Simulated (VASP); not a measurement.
A run of VASP 6.6.1:

POSCAR

```
ZnS
1.0
    0.0000000000      2.7020000000      2.7020000000
    2.7020000000      0.0000000000      2.7020000000
    2.7020000000      2.7020000000      0.0000000000
Zn S
1 1
Direct
    0.7500000000      0.7500000000      0.7500000000
    0.0000000000      0.0000000000      0.0000000000
```

INCAR.step1

```
SYSTEM = ZnS
PREC = Accurate
ENCUT = 520
EDIFF = 1E-5
ISMEAR = -1
SIGMA = 0.05
LREAL = .FALSE.
LASPH = .TRUE.
NELM = 60
ALGO = Normal
ISIF = 2
LWAVE = .TRUE.
LCHARG = .FALSE.
NBANDS = 16
GGA = PE
```

The input INCAR.step2:

```
SYSTEM = ZnS
PREC = Accurate
ENCUT = 520
EDIFF = 1E-7
ISMEAR = -1
SIGMA = 0.05
LREAL = .FALSE.
LASPH = .TRUE.
NELM = 60
ALGO = Normal
ISIF = 2
LWAVE = .FALSE.
LCHARG = .FALSE.
METAGGA = R2SCAN
LHFCALC = .TRUE.
AEXX = 0.5
LMIXTAU = .TRUE.
PRECFOCK = Normal
NBANDS = 16
ISTART = 1
```

KPOINTS

```
regular mesh
0
G
  5 5 5
  0 0 0
```

Potentials or basis: VASP PAW PBE potentials, release 64 (Zn, S).

The run is started by

```bash
$ cat potpaw_PBE.64/Zn/POTCAR potpaw_PBE.64/S/POTCAR > POTCAR
$ cp INCAR.step1 INCAR
$ mpirun -np 1 vasp_std > vasp.out
$ cp INCAR.step2 INCAR
$ mpirun -np 1 vasp_std > vasp.out
```

Hardware: 1 thread of Oxide Virtual Turin-like Processor, with other jobs on the host.

Problem. Estimate the wall time of this run.

Solution. It took 38 min on 1 thread of Oxide Virtual Turin-like Processor, on a shared host, peak memory 0.14 GiB. Counts: k points 10.
